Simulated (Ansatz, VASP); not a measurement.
**Be: VASP beside Ansatz**

INCAR

```
PREC = Accurate
ENCUT = 520
EDIFF = 1E-7
ISMEAR = 0
SIGMA = 0.05
LREAL = F
LASPH = T
NELM = 100
ALGO = Normal
ISIF = 2
LWAVE = F
LCHARG = F
GGA = PE
NBANDS = 9
```

Contents of KPOINTS:

```
regular mesh
0
Gamma
  16 16 10
```

The input POSCAR:

```
Be
1.0
    2.2899981114      0.0000000000      0.0000000000
   -1.1449990557      1.9831965391      0.0000000000
    0.0000000000      0.0000000000      3.5884270405
Be
2
Direct
    0.3333333333      0.6666666667      0.7500000000
    0.6666666667      0.3333333333      0.2500000000
```

Input for Ansatz:

```yaml
crystal:
  lattice:
    - [2.2899981114, 0.0, 0.0]
    - [-1.1449990557, 1.9831965391, 0.0]
    - [0.0, 0.0, 3.5884270405]
  atoms:
    - { symbol: Be, position: [0.3333333333, 0.6666666667, 0.75] }
    - { symbol: Be, position: [0.6666666667, 0.3333333333, 0.25] }
basis:
  ecutwfc: 420
  ecutrho_ratio: 4
kpoints:
  mp_grid: { grid: [16, 16, 10] }
hamiltonian:
  xc: pbe
scf:
  occupations: { method: gaussian, width: 0.05 }
output:
  forces: true
  stress: true
  eigenvalues: true
  eigenstates:
    nscf_kmesh: { grid: [30, 30, 16] }
    de_dk: true
    e_range: [-2.5, 2.5]
  write_density: true
  write_potential: true
  elf: true
  volumetric_format: npy
```

Alike in both runs: task single point; functional PBE; k mesh 16 × 16 × 10; occupations gaussian, width 0.05 eV; no spin polarisation.

|  | VASP | Ansatz |
| --- | --- | --- |
| version | VASP 6.6.1 | Ansatz 0.2.0 |
| potentials or method | VASP PAW PBE potentials, release 64 (Be), cutoff 520 eV | scalar-relativistic, plane waves, PAW |
| valence electrons in the cell | 4 | 4 |

```csv
,VASP,Ansatz,Ansatz less VASP
gap on the k mesh at the Fermi level (eV),none,none,-
pressure (GPa),-3.3,-3.5,-0.14
"traceless stress, the component that is largest in VASP (GPa)",0.22,0.19,-0.025
```

A gap of «none» marks a metal or a gap that the smearing closes.
